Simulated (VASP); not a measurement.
# YAu (Pm-3m) in VASP: notebook

Runs on YAu. Level: LDA. Tasks: vibrations by perturbation theory.

All numbers are computed with VASP 6.6.1; they aren't measurements. Logs are shortened: lines on timing, memory, paths and dates and some standing lists are left out, and cuts for length are marked.

## (1) The cell of the first run

Symmetry: Pm-3m, No. 221, cubic system. The conventional cell has a = 3.455 Å, b = 3.455 Å, c = 3.455 Å, α = 90.00°, β = 90.00°, γ = 90.00°. Y (site symmetry m-3m) has 8 Au at 2.99 Å and 6 Y at 3.45 Å within 3.9 Å. Within 3.9 Å of Au (site symmetry m-3m) lie 8 Y at 2.99 Å and 6 Au at 3.45 Å.

## (2) Vibrations by perturbation theory, LDA

INCAR

```
PREC     = Accurate       # precision mode
ENCUT    = 520            # plane-wave cutoff, eV
EDIFF    = 1E-8           # SCF threshold, eV
ISMEAR   = -1             # smearing method
SIGMA    = 0.15           # smearing width, eV
LREAL    = F              # projectors in reciprocal space
LASPH    = T              # aspherical terms in the spheres
NELM     = 100            # most SCF steps
ALGO     = Normal         # electronic algorithm
ISIF     = 2              # what is computed and relaxed
LWAVE    = F              # write WAVECAR
LCHARG   = F              # write CHGCAR
GGA      = CA             # functional
IBRION   = 8              # ionic algorithm
NSW      = 1              # ionic steps
```

KPOINTS

```
regular mesh
0
Gamma
  12 12 12
```

POSCAR

```
YAu
1.0
    3.4549989523      0.0000000000      0.0000000000
    0.0000000000      3.4549989523      0.0000000000
    0.0000000000      0.0000000000      3.4549989523
Y Au
1 1
Direct
    0.5000000000      0.5000000000      0.5000000000
    0.0000000000      0.0000000000      0.0000000000
```

Potentials or basis: VASP PAW LDA potentials, release 64 (Y_sv, Au).

Launch:

```
cat potpaw_LDA.64/Y_sv/POTCAR potpaw_LDA.64/Au/POTCAR > POTCAR
mpirun -np 1 vasp_std > vasp.out
```

OUTCAR:

```text
PREC = Accurate
   ENCUT = 520
   EDIFF = 1E-8
   ISMEAR = -1
   LREAL = F
   LASPH = T
   NELM = 100
   ISIF = 2
   GGA = CA
   IBRION = 8
   NSW = 1

 ion  position               nearest neighbor table
   1  0.500  0.500  0.500-   2 2.99   2 2.99   2 2.99   2 2.99   2 2.99   2 2.99   2 2.99   2 2.99

   2  0.000  0.000  0.000-   1 2.99   1 2.99   1 2.99   1 2.99   1 2.99   1 2.99   1 2.99   1 2.99

  LATTYP: Found a simple cubic cell.
 ALAT       =     3.4549989523

  Lattice vectors:

 A1 = (   3.4549989523,   0.0000000000,   0.0000000000)
 A2 = (   0.0000000000,   3.4549989523,   0.0000000000)
 A3 = (   0.0000000000,   0.0000000000,   3.4549989523)

Analysis of symmetry for initial positions (statically):
=====================================================================
 Subroutine PRICEL returns:
 Original cell was already a primitive cell.

 Routine SETGRP: Setting up the symmetry group for a
 simple cubic supercell.

 Subroutine GETGRP returns: Found 48 space group operations
 (whereof 48 operations were pure point group operations)
 out of a pool of 48 trial point group operations.

The static configuration has the point symmetry O_h .

Analysis of symmetry for dynamics (positions and initial velocities):
=====================================================================
 Subroutine PRICEL returns:
 Original cell was already a primitive cell.

 Routine SETGRP: Setting up the symmetry group for a
 simple cubic supercell.

 Subroutine GETGRP returns: Found 48 space group operations
 (whereof 48 operations were pure point group operations)
 out of a pool of 48 trial point group operations.

The dynamic configuration has the point symmetry O_h .

 Subroutine INISYM returns: Found 48 space group operations
 (whereof 48 operations are pure point group operations),
 and found     1 'primitive' translations

----------------------------------------------------------------------------------------

                                     Primitive cell

  volume of cell :      41.2424

  direct lattice vectors                    reciprocal lattice vectors
     3.454998952  0.000000000  0.000000000     0.289435688  0.000000000  0.000000000
     0.000000000  3.454998952  0.000000000     0.000000000  0.289435688  0.000000000
     0.000000000  0.000000000  3.454998952     0.000000000  0.000000000  0.289435688

  length of vectors
     3.454998952  3.454998952  3.454998952     0.289435688  0.289435688  0.289435688

  position of ions in fractional coordinates (direct lattice)
     0.500000000  0.500000000  0.500000000
     0.000000000  0.000000000  0.000000000

  ion indices of the primitive-cell ions
   primitive index   ion index
                 1           1
                 2           2

----------------------------------------------------------------------------------------

 KPOINTS: regular mesh

Automatic generation of k-mesh.
 Grid dimensions read from file:
 generate k-points for:   12   12   12

 Generating k-lattice:

  Cartesian coordinates                     Fractional coordinates (reciprocal lattice)
     0.024119641  0.000000000  0.000000000     0.083333333  0.000000000  0.000000000
     0.000000000  0.024119641  0.000000000     0.000000000  0.083333333  0.000000000
     0.000000000  0.000000000  0.024119641     0.000000000  0.000000000  0.083333333

  Length of vectors
     0.024119641  0.024119641  0.024119641

  Shift w.r.t. Gamma in fractional coordinates (k-lattice)
     0.000000000  0.000000000  0.000000000

 Subroutine IBZKPT returns following result:
 ===========================================

[... 86 lines left out ...]

 number of electron      21.9999996 magnetization

 Free energy of the ion-electron system (eV)
  ---------------------------------------------------
  ext. energy  EPLUGINS =         0.00000000
  ---------------------------------------------------
  free energy    TOTEN  =       -13.16448276 eV

  energy without entropy =      -13.06702212  energy(sigma->0) =      -13.11575244

 E-fermi :   7.0439     XC(G=0): -11.7734

 val. band max:        7.0236817452   @ k =   0.3333   0.2500   0.2500
 cond. band min:       7.0703216321   @ k =   0.4167   0.0833   0.0000
 fundamental gap:      0.0466398869
 Fermi energy:         7.0439365935

 k-point     1 :       0.0000    0.0000    0.0000
  band No.  band energies     occupation
      1     -35.4564      2.00000
      2     -15.4199      2.00000
      3     -15.4199      2.00000
      4     -15.4199      2.00000
      5      -0.9950      2.00000
      6       0.8237      2.00000
      7       0.8237      2.00000
      8       2.2909      2.00000
      9       2.2909      2.00000
     10       2.2909      2.00000
     11       8.0090      0.00321
     12       8.0090      0.00321
     13      11.9830      0.00000
     14      11.9830      0.00000
[... 401 lines left out ...]
      2     -15.8284      2.00000
      3     -15.7287      2.00000
      4     -15.3511      2.00000
      5       0.7798      2.00000
      6       1.1297      2.00000
      7       1.7567      2.00000
      8       1.8888      2.00000
      9       2.5859      2.00000
     10       3.5818      2.00000
     11       6.4024      1.97260
     12       7.8657      0.00832
     13       8.5710      0.00008
     14      10.2598      0.00000
     15      11.2612      0.00000

 [... further k-points ...]

------------------------ aborting loop because EDIFF is reached ----------------------------------------

  FORCE on cell =-STRESS in cart. coord.  units (eV):
  Direction    XX          YY          ZZ          XY          YZ          ZX
  --------------------------------------------------------------------------------------
  -------------------------------------------------------------------------------------
  Total        1.5642777      1.5642777      1.5642777     -0.0000000      0.0000000      0.0000000
  in kB       60.7688015     60.7688015     60.7688015     -0.0000000      0.0000000      0.0000000
  external PRESSURE =      60.7688015 kB  Pullay stress =       0.0000000 kB

 VOLUME and BASIS-vectors are now :
 -----------------------------------------------------------------------------
  energy-cutoff  :      520.00
  volume of cell :       41.24
      direct lattice vectors                 reciprocal lattice vectors
     3.454998952  0.000000000  0.000000000     0.289435688  0.000000000  0.000000000
     0.000000000  3.454998952  0.000000000     0.000000000  0.289435688  0.000000000
     0.000000000  0.000000000  3.454998952     0.000000000  0.000000000  0.289435688

 POSITION                                       TOTAL-FORCE (eV/Angst)
 -----------------------------------------------------------------------------------
      1.72750      1.72750      1.72750         0.000000      0.000000      0.000000
      0.00000      0.00000      0.00000         0.000000      0.000000      0.000000
 -----------------------------------------------------------------------------------
    total drift:                               -0.000000      0.000000      0.000000

  FREE ENERGIE OF THE ION-ELECTRON SYSTEM (eV)
  ---------------------------------------------------
  free  energy   TOTEN  =       -13.1644827568 eV

  energy  without entropy=      -13.0670221211  energy(sigma->0) =      -13.11575244

[... ionic steps 2 to 3 ...]

--------------------------------------- Ionic step        4  -------------------------------------------

------------------------ aborting loop because EDIFF is reached ----------------------------------------

[... ionic steps 5 to 6 ...]

--------------------------------------- Ionic step        7  -------------------------------------------

 Free energy of the ion-electron system (eV)
  ---------------------------------------------------
  ---------------------------------------------------
  free energy    TOTEN  =        -0.28711690 eV

  energy without entropy =       -0.28711688

------------------------ aborting loop because EDIFF is reached ----------------------------------------

 INTERNAL STRAIN TENSOR  FOR ION    2  DIRECTION 1   (eV/Angst):
 -----------------------------------------------------------------------------
     0.01892  0.00000  0.00000
     0.00000 -0.00346 -0.00000
     0.00000 -0.00000 -0.00346

 INTERNAL STRAIN TENSOR FOR ION    2 for displacements in x,y,z  (eV/Angst):
          X           Y           Z          XY          YZ          ZX
  --------------------------------------------------------------------------------
  x     0.00000     0.00000     0.00000     0.00000     0.00000     0.00000
  y     0.00000     0.00000     0.00000     0.00000     0.00000     0.00000
  z     0.00000     0.00000     0.00000     0.00000     0.00000     0.00000

 SECOND DERIVATIVES (NOT SYMMETRIZED)
 ------------------------------------
               1X          1Y          1Z          2X          2Y          2Z
  1X    -3.759783    0.000000   -0.000000    3.759783   -0.000000    0.000000
  1Y     0.000000   -3.759783    0.000000   -0.000000    3.759783   -0.000000
  1Z    -0.000000   -0.000000   -3.759783    0.000000    0.000000    3.759783
  2X     3.752897    0.000000    0.000000   -3.752897   -0.000000   -0.000000
  2Y     0.000000    3.752897   -0.000000   -0.000000   -3.752897    0.000000
  2Z    -0.000000   -0.000000    3.752897    0.000000    0.000000   -3.752897

 Eigenvectors and eigenvalues of the dynamical matrix
 ----------------------------------------------------

   1 f  =    3.871980 THz    24.328366 2PiTHz  129.155343 cm-1    16.013214 meV
             X         Y         Z           dx          dy          dz
      1.727499  1.727499  1.727499    -0.774523    0.297985   -0.026695
      0.000000  0.000000  0.000000     0.519884   -0.200017    0.017919
[... 21 lines left out ...]
   6 f/i=    0.001642 THz     0.010319 2PiTHz    0.054782 cm-1     0.006792 meV
             X         Y         Z           dx          dy          dz
      1.727499  1.727499  1.727499    -0.079945    0.094032   -0.543483
      0.000000  0.000000  0.000000    -0.119102    0.140089   -0.809681

--------------------------------------------------------------------------------------------------------

 ELASTIC MODULI CONTR FROM IONIC RELAXATION (kBar)
 Direction    XX          YY          ZZ          XY          YZ          ZX
 --------------------------------------------------------------------------------
 XX           0.0000      0.0000      0.0000      0.0000      0.0000      0.0000
 YY           0.0000      0.0000      0.0000      0.0000      0.0000      0.0000
 ZZ           0.0000      0.0000      0.0000      0.0000      0.0000      0.0000
 XY           0.0000      0.0000      0.0000      0.0000      0.0000      0.0000
 YZ           0.0000      0.0000      0.0000      0.0000      0.0000      0.0000
 ZX           0.0000      0.0000      0.0000      0.0000      0.0000      0.0000
 --------------------------------------------------------------------------------
```

Run time: 5.7 min. Hardware: 1 thread of Intel Xeon Platinum 8488C (Sapphire Rapids), shared host; peak memory 0.4 GiB.

What came out:

* Highest phonon frequency at Γ: 129 cm⁻¹

Phonon frequencies in cm⁻¹ (negative: imaginary):
```
              q point        frequencies
(0.000, 0.000, 0.000)  0 0 0 129 129 129
```

Caveat: the cell stands under pressure or tension, which shifts response properties; spin-orbit coupling is left out, which moves the levels of the heavy elements.

(Part 1 of 2 ends here.)
